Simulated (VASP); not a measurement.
BaS, 2 atoms in the cell. It takes space group Fm-3m (No. 225, cubic). The conventional cell has a = 6.567 Å, b = 6.567 Å, c = 6.567 Å, α = 90.00°, β = 90.00°, γ = 90.00°. Within 4.3 Å of Ba (site symmetry m-3m) lie 6 S at 3.28 Å. S (site symmetry m-3m) has 6 Ba at 3.28 Å within 4.3 Å.  This cell differs from its parent crystal: strained.

* Program: VASP 6.6.1
* Task: single point
* Functional: PBEsol
* Potentials or basis: VASP PAW PBE potentials, release 64 (Ba_sv, S)
* Cutoff: 520 eV
* k mesh: 8 × 8 × 8
* Occupations: gaussian, width 0.02 eV
* Spin: no spin polarisation
* Dipole correction: no
* Further INCAR settings: ALGO = Normal; EDIFF = 1e-06; NBANDS = 15

Potentials or basis: VASP PAW PBE potentials, release 64 (Ba_sv, S).

Launch:

```sh
$ cat potpaw_PBE.64/Ba_sv/POTCAR potpaw_PBE.64/S/POTCAR > POTCAR
$ mpirun -np 1 vasp_std > vasp.out
```

Hardware: 1 thread of Intel(R) Xeon(R) 6975P-C (Granite Rapids), on a shared host.

How long does it take, and how much memory?

It took 12 s on 1 thread of Intel(R) Xeon(R) 6975P-C (Granite Rapids) (shared host), peak memory 0.21 GiB. Counts: scf iterations 13, k points 29.
